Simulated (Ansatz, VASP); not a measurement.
# Two plane-wave programs on CsH

```xyz
4
Lattice="3.2518 3.2518 0.0000 -3.2518 3.2518 0.0000 0.0000 0.0000 6.5035" Properties=species:S:1:pos:R:3 pbc="T T T"
Cs    0.0000    0.0000    0.0000
Cs    0.0000    3.2518    3.2518
H     0.0000    3.2518    0.0000
H     0.0000    0.0000    3.2518
```

Change from the starting cell: equal strain along all axes, cell held, atoms relaxed: +2.0 %.

Alike in both runs: task single point; functional r2SCAN; k mesh 6 × 6 × 4; occupations gaussian, width 0.02 eV; no spin polarisation.

```csv
,VASP,Ansatz
version,VASP 6.6.1,Ansatz 0.2.0
potentials or method,"VASP PAW PBE potentials, release 64 (Cs_sv, H), cutoff 520 eV","scalar-relativistic, plane waves, PAW"
valence electrons in the cell,20,20
```

Ansatz gave:

```
gap on the k mesh at the Fermi level (eV) : 2.74
least direct gap on the mesh (eV)         : 2.74
pressure (GPa)                            : -0.5
```

Estimate VASP's values.

gap on the k mesh at the Fermi level (eV): 2.72; least direct gap on the mesh (eV): 2.72; pressure (GPa): -0.5.

VASP's potentials were made for PBE, not for r2SCAN.

Spin-orbit coupling is off throughout.
